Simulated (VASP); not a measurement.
Here is a VASP 6.6.1 calculation.

INCAR

```
SYSTEM = CdSe
ALGO     = Normal         ! electronic algorithm
EDIFF    = 1E-6           ! SCF threshold, eV
ENCUT    = 520            ! plane-wave cutoff, eV
GGA      = PE             ! functional
ISIF     = 2              ! what is computed and relaxed
ISMEAR   = 0              ! smearing method
LASPH    = .TRUE.         ! aspherical terms in the spheres
LCHARG   = .FALSE.        ! write CHGCAR
LREAL    = .FALSE.        ! projectors in reciprocal space
LWAVE    = .FALSE.        ! write WAVECAR
NBANDS   = 26             ! bands
NELM     = 60             ! most SCF steps
PREC     = Accurate       ! precision mode
SIGMA    = 0.05           ! smearing width, eV
```

KPOINTS

```
k-points
0
G
  6 6 4
  0 0 0
```

Contents of POSCAR:

```
CdSe
1.0
    4.2140000000      0.0000000000      0.0000000000
   -2.1070000000      3.6494308200      0.0000000000
    0.0000000000      0.0000000000      7.3094543940
Cd Se
2 2
Direct
    0.3333333333      0.6666666667      0.0000000000
    0.6666666667      0.3333333333      0.5000000000
    0.3333333333      0.6666666667      0.3850000000
    0.6666666667      0.3333333333      0.8850000000
```

Potentials or basis: VASP PAW PBE potentials, release 64 (Cd, Se).

Run with:

```bash
$ cat potpaw_PBE.64/Cd/POTCAR potpaw_PBE.64/Se/POTCAR > POTCAR
$ mpirun -np 1 vasp_std > vasp.out
```

**Question.** Estimate the largest force.

**Answer.** 0.626 eV/Å.

**Question.** Estimate the band gap on the k mesh.

**Answer.** 0.67 eV, direct.

Forces on the atoms (eV/Å):
```
Cd   0.000  0.000  0.626
Cd   0.000  0.000  0.626
Se   0.000  0.000 -0.626
Se   0.000  0.000 -0.626
```

PBE gaps usually lie below the measured ones, often by a third to a half.
